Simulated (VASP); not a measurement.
# Si2O (Pmmm) in VASP: notebook

Si2O is run at these levels: PBE; tasks: single point.

Program: VASP 6.6.1. These are calculated values, not measurements. Logs are shortened: lines on timing, memory, paths and dates and some standing lists are left out, and cuts for length are marked.

## 1. The cell of the first run

The structure is orthorhombic, space group Pmmm (No. 47). The conventional cell has a = 2.640 Å, b = 5.130 Å, c = 5.842 Å, α = 90.00°, β = 90.00°, γ = 90.00°. Si (site symmetry mm2) has 2 O at 2.02 Å and 5 Si at 2.57 to 2.78 Å within 2.8 Å. Within 2.2 Å of Si (site symmetry mm2) lie 1 O at 1.66 Å. O (site symmetry mmm) has 4 Si at 2.02 Å and 2 O at 2.64 Å within 2.7 Å. Within 2.2 Å of O (site symmetry mmm) lie 2 Si at 1.66 Å.

The cell was generated, and may not be a known phase.

## 2. Single point, PBE

INCAR

```
PREC = Accurate ; ENCUT = 520
EDIFF = 1E-7 ; ISMEAR = 0
SIGMA = 0.1 ; LREAL = False
LASPH = True ; NELM = 100
ALGO = Normal ; ISIF = 2
LWAVE = False ; LCHARG = False
GGA = PE ; NBANDS = 23
```

KPOINTS

```
regular mesh
0
Gamma
  6 4 4
```

POSCAR

```
Si2O
1.0
    2.6365172117      0.0000000000      0.1393983997
    0.0000000000      5.8423211873      0.0000000000
   -0.2709013087      0.0000000000      5.1229040446
Si O
4 2
Direct
    0.5000000000      0.2624433962      0.5000000000
    0.5000000000      0.7375566038      0.5000000000
    0.5000000000      0.2837336222      0.0000000000
    0.5000000000      0.7162663778      0.0000000000
    0.0000000000      0.0000000000      0.5000000000
    0.5000000000      0.0000000000      0.0000000000
```

Potentials or basis: VASP PAW PBE potentials, release 64 (Si, O).

On the command line:

```
$ cat potpaw_PBE.64/Si/POTCAR potpaw_PBE.64/O/POTCAR > POTCAR
$ mpirun -np 1 vasp_std > vasp.out
```

OUTCAR:

```text
PREC = Accurate
   ENCUT = 520
   EDIFF = 1E-7
   ISMEAR = 0
   LREAL = False
   LASPH = True
   NELM = 100
   ISIF = 2
   GGA = PE

 ion  position               nearest neighbor table
   1  0.500  0.262  0.500-   5 2.02   5 2.02   3 2.57   3 2.57   2 2.78   2 3.07
   2  0.500  0.738  0.500-   5 2.02   5 2.02   4 2.57   4 2.57   1 2.78   1 3.07
   3  0.500  0.284  0.000-   6 1.66   4 2.53   1 2.57   1 2.57
   4  0.500  0.716  0.000-   6 1.66   3 2.53   2 2.57   2 2.57
   5  0.000  0.000  0.500-   1 2.02   2 2.02   1 2.02   2 2.02
   6  0.500  0.000  0.000-   3 1.66   4 1.66

  LATTYP: Found a simple orthorhombic cell.
 ALAT       =     2.6401997882
 B/A-ratio  =     1.9430581559
 C/A-ratio  =     2.2128329884

  Lattice vectors:

 A1 = (  -2.6365172117,   0.0000000000,  -0.1393983997)
 A2 = (  -0.2709013087,   0.0000000000,   5.1229040446)
 A3 = (   0.0000000000,   5.8423211873,   0.0000000000)

Analysis of symmetry for initial positions (statically):
=====================================================================
 Subroutine PRICEL returns:
 Original cell was already a primitive cell.

 Routine SETGRP: Setting up the symmetry group for a
 simple orthorhombic supercell.

 Subroutine GETGRP returns: Found  8 space group operations
 (whereof  8 operations were pure point group operations)
 out of a pool of  8 trial point group operations.

The static configuration has the point symmetry D_2h.

Analysis of symmetry for dynamics (positions and initial velocities):
=====================================================================
 Subroutine PRICEL returns:
 Original cell was already a primitive cell.

 Routine SETGRP: Setting up the symmetry group for a
 simple orthorhombic supercell.

 Subroutine GETGRP returns: Found  8 space group operations
 (whereof  8 operations were pure point group operations)
 out of a pool of  8 trial point group operations.

The dynamic configuration has the point symmetry D_2h.

 Subroutine INISYM returns: Found  8 space group operations
 (whereof  8 operations are pure point group operations),
 and found     1 'primitive' translations

----------------------------------------------------------------------------------------

                                     Primitive cell

  volume of cell :      79.1307

  direct lattice vectors                    reciprocal lattice vectors
     2.636517212  0.000000000  0.139398400     0.378230754  0.000000000  0.020001000
     0.000000000  5.842321187  0.000000000     0.000000000  0.171164845  0.000000000
    -0.270901309  0.000000000  5.122904045    -0.010291967  0.000000000  0.194657539

  length of vectors
     2.640199788  5.842321187  5.130061732     0.378759215  0.171164845  0.194929428

  position of ions in fractional coordinates (direct lattice)
     0.500000000  0.262443396  0.500000000
     0.500000000  0.737556604  0.500000000
     0.500000000  0.283733622  0.000000000
     0.500000000  0.716266378  0.000000000
     0.000000000  0.000000000  0.500000000
     0.500000000  0.000000000  0.000000000

  ion indices of the primitive-cell ions
   primitive index   ion index
                 1           1
                 2           2
                 3           3
                 4           4
                 5           5
                 6           6

----------------------------------------------------------------------------------------

 KPOINTS: regular mesh

Automatic generation of k-mesh.
 Grid dimensions read from file:
 generate k-points for:    6    4    4

 Generating k-lattice:

  Cartesian coordinates                     Fractional coordinates (reciprocal lattice)
     0.063038459  0.000000000  0.003333500     0.166666667  0.000000000  0.000000000
     0.000000000  0.042791211  0.000000000     0.000000000  0.250000000  0.000000000
    -0.002572992  0.000000000  0.048664385     0.000000000  0.000000000  0.250000000

  Length of vectors
     0.063126536  0.042791211  0.048732357

  Shift w.r.t. Gamma in fractional coordinates (k-lattice)
     0.000000000  0.000000000  0.000000000

 Subroutine IBZKPT returns following result:
 ===========================================

 Found     36 irreducible k-points:

 Following reciprocal coordinates:
            Coordinates               Weight
  0.000000  0.000000  0.000000      1.000000
  0.166667  0.000000  0.000000      2.000000
  0.333333  0.000000  0.000000      2.000000
  0.500000  0.000000 -0.000000      1.000000
  0.000000  0.250000  0.000000      2.000000
  0.166667  0.250000  0.000000      4.000000
[... 16 lines left out ...]
  0.333333  0.500000  0.250000      4.000000
  0.500000  0.500000  0.250000      2.000000
 [... further k-points ...]
   k-points           NKPTS =     36   k-points in BZ     NKDIM =     36   number of bands    NBANDS=     23
   number of dos      NEDOS =    301   number of ions     NIONS =      6
   total plane-waves  NPLWV =  38400
   dimension x,y,z NGX =    20 NGY =   48 NGZ =   40
   dimension x,y,z NGXF=    40 NGYF=   96 NGZF=   80
   ions per type =               4   2
   NGX,Y,Z   is equivalent  to a cutoff of  12.59, 13.66, 12.96 a.u.
   NGXF,Y,Z  is equivalent  to a cutoff of  25.19, 27.32, 25.92 a.u.
 SYSTEM =  unknown system
   PREC   = accura    normal or accurate (medium, high low for compatibility)
   ISTART =      0    job   : 0-new  1-cont  2-samecut
   ICHARG =      2    charge: 1-file 2-atom 10-const
   ISPIN  =      1    spin polarized calculation?
   LNONCOLLINEAR =      F non collinear calculations
   LSORBIT =      F    spin-orbit coupling
   LASPH  =      T    aspherical Exc in radial PAW
   ENCUT  =  520.0 eV  38.22 Ry    6.18 a.u.   4.91 10.86  9.54*2*pi/ulx,y,z
   NELM   =    100;   NELMIN=  2; NELMDL= -5     # of ELM steps
   EDIFF  = 0.1E-06   stopping-criterion for ELM
   LREAL  =      F    real-space projection
   EDIFFG = 0.1E-05   stopping-criterion for IOM
   NSW    =      0    number of steps for IOM
   IBRION =     -1    ionic relax: 0-MD 1-quasi-New 2-CG
   NFREE  =      0    steps in history (QN), initial steepest desc. (CG)
   ISIF   =      2    stress and relaxation
   ISYM   =      2    0-nonsym 1-usesym 2-fastsym
   POTIM  = 0.5000    time-step for ionic-motion
   TEBEG  =    0.0;   TEEND  =   0.0 temperature during run
   PSTRESS=    0.0 pullay stress
   NELECT =      28.0000    total number of electrons
   NUPDOWN=      -1.0000    fix difference up-down
   EMIN   =  10.00;   EMAX   =-10.00  energy-range for DOS
   EFERMI =   0.00;   METHOD = LEGACY
   ISMEAR =     0;   SIGMA  =   0.10  broadening in eV -4-tet -1-fermi 0-gaus
   EFERMI_NEDOS =   21; number of points for ismear=-14 and -15
   IALGO  =     38    algorithm
   IMIX   =      4    mixing-type and parameters
     AMIX     =   0.40;   BMIX     =  1.00
     AMIX_MAG =   1.60;   BMIX_MAG =  1.00
  volume/ion in A,a.u.               =      13.19        89.00
  Fermi-wavevector in a.u.,A,eV,Ry     =   1.157922  2.188155 18.242459  1.340783
  Thomas-Fermi vector in A             =   2.294529
   LORBIT       =      0    0 simple, 1 ext, 2 COOP (PROOUT), +10 PAW based schemes
   GGA     = PE    functional components
   LHFCALC =     F    Hartree Fock is set to
   AEXX    =    0.0000 exact exchange contribution
   IVDW    =     0    specifies the selected vdW correction
   LEPSILON=     F    determine dielectric tensor
   LRPA    =     F    only Hartree local field effects (RPA)
 non-spin polarized calculation
 Gauss-broadening in eV      SIGMA  =   0.10
  energy-cutoff  :      520.00
  volume of cell :       79.13
 maximum number of plane-waves:      2158
 NGX is ok and might be reduce to    20
   NGX =  9   NGY = 21   NGZ = 19

 number of electron      27.9999998 magnetization

 Free energy of the ion-electron system (eV)
  ---------------------------------------------------
  ext. energy  EPLUGINS =         0.00000000
  ---------------------------------------------------
  free energy    TOTEN  =       -34.62239681 eV

  energy without entropy =      -34.61387551  energy(sigma->0) =      -34.61813616

 E-fermi :   7.9046     XC(G=0): -10.7635

 val. band max:        7.8987897467   @ k =   0.5000   0.2500  -0.0000
 cond. band min:       7.9771559102   @ k =   0.3333   0.5000   0.2500
 fundamental gap:      0.0783661636
 Fermi energy:         7.9045911790

 k-point     1 :       0.0000    0.0000    0.0000
  band No.  band energies     occupation
      1     -13.5880      2.00000
      2     -12.6903      2.00000
      3      -4.0461      2.00000
      4      -3.0567      2.00000
      5      -1.7018      2.00000
      6      -0.2522      2.00000
[... 15 lines left out ...]
     22      16.5929      0.00000
     23      16.7274      0.00000

 k-point     2 :       0.1667    0.0000    0.0000
  band No.  band energies     occupation
      1     -13.3271      2.00000
      2     -12.5279      2.00000
      3      -3.6067      2.00000
      4      -2.5977      2.00000
      5      -1.3955      2.00000
      6       0.1688      2.00000
[... 15 lines left out ...]
     22      16.8320      0.00000
     23      17.3245      0.00000

 k-point     3 :       0.3333    0.0000    0.0000
  band No.  band energies     occupation
      1     -12.7161      2.00000
      2     -12.1925      2.00000
      3      -2.4710      2.00000
      4      -1.8140      2.00000
      5      -0.6803      2.00000
      6      -0.2009      2.00000
[... 15 lines left out ...]
     22      14.4797      0.00000
     23      14.6371      0.00000

 k-point     4 :       0.5000    0.0000   -0.0000
  band No.  band energies     occupation
      1     -12.3273      2.00000
      2     -12.0417      2.00000
      3      -2.3049      2.00000
      4      -1.6415      2.00000
      5      -0.2382      2.00000
      6       0.6785      2.00000
[... 15 lines left out ...]
     22      14.5173      0.00000
     23      14.7876      0.00000

 k-point     5 :       0.0000    0.2500    0.0000
  band No.  band energies     occupation
      1     -13.5821      2.00000
      2     -12.6879      2.00000
      3      -4.6855      2.00000
      4      -1.9489      2.00000
      5      -1.8160      2.00000
      6      -0.1499      2.00000
[... 15 lines left out ...]
     22      16.7273      0.00000
     23      17.0244      0.00000

 k-point     6 :       0.1667    0.2500    0.0000
  band No.  band energies     occupation
      1     -13.3219      2.00000
      2     -12.5260      2.00000
      3      -4.2040      2.00000
      4      -1.6347      2.00000
      5      -1.4151      2.00000
      6       0.2643      2.00000
[... 15 lines left out ...]
     22      16.5849      0.00000
     23      16.8693      0.00000

 k-point     7 :       0.3333    0.2500    0.0000
  band No.  band energies     occupation
      1     -12.7127      2.00000
      2     -12.1913      2.00000
      3      -2.9134      2.00000
      4      -1.4142      2.00000
      5      -0.7995      2.00000
      6       0.2820      2.00000
[... 353 lines left out ...]
     22      13.6797      0.00000
     23      14.4428      0.00000

 k-point    21 :       0.0000    0.5000    0.2500
  band No.  band energies     occupation
      1     -13.4653      2.00000
      2     -12.8228      2.00000
      3      -4.7319      2.00000
      4      -2.7531      2.00000
      5       0.0652      2.00000
      6       0.2854      2.00000
[... 15 lines left out ...]
     22      15.8453      0.00000
     23      16.8434      0.00000

 k-point    22 :       0.1667    0.5000    0.2500
  band No.  band energies     occupation
      1     -13.2127      2.00000
      2     -12.6488      2.00000
      3      -4.2441      2.00000
      4      -2.3362      2.00000
      5       0.0389      2.00000
      6       0.6320      2.00000
[... 15 lines left out ...]
     22      15.0652      0.00000
     23      15.7353      0.00000

 k-point    23 :       0.3333    0.5000    0.2500
  band No.  band energies     occupation
      1     -12.6409      2.00000
      2     -12.2635      2.00000
      3      -2.9355      2.00000
      4      -1.3449      2.00000
      5      -1.2814      2.00000
      6       1.0732      2.00000
[... 15 lines left out ...]
     22      14.5879      0.00000
     23      14.8931      0.00000

 k-point    24 :       0.5000    0.5000    0.2500
  band No.  band energies     occupation
      1     -12.3183      2.00000
      2     -12.0380      2.00000
      3      -2.2650      2.00000
      4      -1.9123      2.00000
      5      -0.4049      2.00000
      6       0.7614      2.00000
[... 15 lines left out ...]
     22      13.8119      0.00000
     23      13.8188      0.00000

 [... further k-points ...]

------------------------ aborting loop because EDIFF is reached ----------------------------------------

  FORCE on cell =-STRESS in cart. coord.  units (eV):
  Direction    XX          YY          ZZ          XY          YZ          ZX
  --------------------------------------------------------------------------------------
  -------------------------------------------------------------------------------------
  Total       -0.0648757      0.1208677     -0.0274701      0.0000000      0.0000000     -0.0019830
  in kB       -1.3135538      2.4472377     -0.5561939      0.0000000      0.0000000     -0.0401509
  external PRESSURE =       0.1924967 kB  Pullay stress =       0.0000000 kB

 VOLUME and BASIS-vectors are now :
 -----------------------------------------------------------------------------
  energy-cutoff  :      520.00
  volume of cell :       79.13
      direct lattice vectors                 reciprocal lattice vectors
     2.636517212  0.000000000  0.139398400     0.378230754  0.000000000  0.020001000
     0.000000000  5.842321187  0.000000000     0.000000000  0.171164845  0.000000000
    -0.270901309  0.000000000  5.122904045    -0.010291967  0.000000000  0.194657539

 POSITION                                       TOTAL-FORCE (eV/Angst)
 -----------------------------------------------------------------------------------
      1.18281      1.53328      2.63115        -0.000000      0.010515     -0.000000
      1.18281      4.30904      2.63115         0.000000     -0.010515      0.000000
      1.31826      1.65766      0.06970        -0.000000      0.031392      0.000000
      1.31826      4.18466      0.06970         0.000000     -0.031392     -0.000000
     -0.13545      0.00000      2.56145         0.000000      0.000000      0.000000
      1.31826      0.00000      0.06970        -0.000000      0.000000      0.000000
 -----------------------------------------------------------------------------------
    total drift:                                0.000000     -0.000000     -0.000000

  FREE ENERGIE OF THE ION-ELECTRON SYSTEM (eV)
  ---------------------------------------------------
  free  energy   TOTEN  =       -34.6223968092 eV

  energy  without entropy=      -34.6138755090  energy(sigma->0) =      -34.61813616
```

It took 39 s on 1 thread of Intel Xeon 6975P-C (Granite Rapids), shared host; peak memory 0.21 GiB.

Results:

| Property | Result |
| --- | --- |
| Free energy | -34.6224 eV |
| Pressure | 0.0 GPa |
| Largest force | 0.031 eV/Å |
| Band gap on the k mesh | zero (bands 14 and 15 overlap by 2.77 eV) |

Forces in eV/Å, atoms in the order of the input:
```
Si   0.000  0.011  0.000
Si   0.000 -0.011  0.000
Si   0.000  0.031  0.000
Si   0.000 -0.031  0.000
O    0.000  0.000  0.000
O    0.000  0.000  0.000
```

Stress tensor (GPa, compression positive):
```
-0.13  0.00  0.00
 0.00  0.24  0.00
 0.00  0.00 -0.06
```

Levels at points of the mesh, in eV from the Fermi level:
| k point | band 12 | band 13 | band 14 | band 15 | band 16 | band 17 |
| --- | --- | --- | --- | --- | --- | --- |
| (0.00, 0.00, 0.00) | -3.27 | -2.89 | -0.87 | -0.52 | 2.78 | 6.23 |
| (0.50, 0.00, 0.00) | -2.27 | -2.20 | -1.16 | -0.98 | -0.92 | 2.32 |
| (0.00, 0.50, 0.00) | -3.19 | -2.89 | -1.16 | 2.15 | 3.37 | 4.31 |
| (0.50, 0.50, 0.00) | -2.72 | -2.38 | -1.80 | -0.23 | 0.46 | 1.27 |
| (0.00, 0.00, 0.50) | -2.94 | 0.22 | 0.64 | 1.10 | 1.96 | 2.16 |
| (0.50, 0.00, 0.50) | -3.43 | -2.67 | -2.50 | -1.00 | 1.21 | 1.30 |
| (0.00, 0.50, 0.50) | -2.94 | -0.68 | -0.33 | 2.82 | 3.40 | 3.77 |
| (0.50, 0.50, 0.50) | -2.70 | -1.47 | -1.38 | -1.37 | -0.12 | 1.23 |

Caveat: the k points lie up to 0.40 Å⁻¹ apart, too coarse for converged energies and pressures of a metal.

(Part 1 of 2 ends here.)

The gap in the log of VASP goes by the Fermi energy; the results here count the filled bands.